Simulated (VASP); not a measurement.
A run of VASP 6.6.1:

The input INCAR:

```
ALGO = Normal
EDIFF = 1E-6
ENCUT = 520
GGA = PE
ISIF = 2
ISMEAR = 0
LASPH = T
LCHARG = F
LREAL = F
LWAVE = F
NBANDS = 11
NELM = 80
PREC = Accurate
SIGMA = 0.02
```

The input KPOINTS:

```
k-points
0
Gamma
  8 8 8
```

POSCAR

```
MgS
1.0
    0.0511944792      2.7265097394      2.7361706788
    2.7375872388      0.0209650883      2.7664000697
    2.7321193171      2.7512712086      0.0264330100
Mg S
1 1
Direct
    0.0084853446     -0.0257384081      0.0396100406
    0.7415146554      0.7757384081      0.7103899594
```

Potentials or basis: VASP PAW PBE potentials, release 64 (Mg, S).

The run is started by

```console
$ cat potpaw_PBE.64/Mg/POTCAR potpaw_PBE.64/S/POTCAR > POTCAR
$ mpirun -np 1 vasp_std > vasp.out
```

Hardware: 1 thread of Intel(R) Xeon(R) Platinum 8375C CPU @ 2.90GHz (Ice Lake), with other jobs on the host.

Estimate the wall time of this run.

Wall time 98 s on 1 thread of Intel(R) Xeon(R) Platinum 8375C CPU @ 2.90GHz (Ice Lake) (shared host), peak memory 0.26 GiB. Counts: scf iterations 13, k points 260.
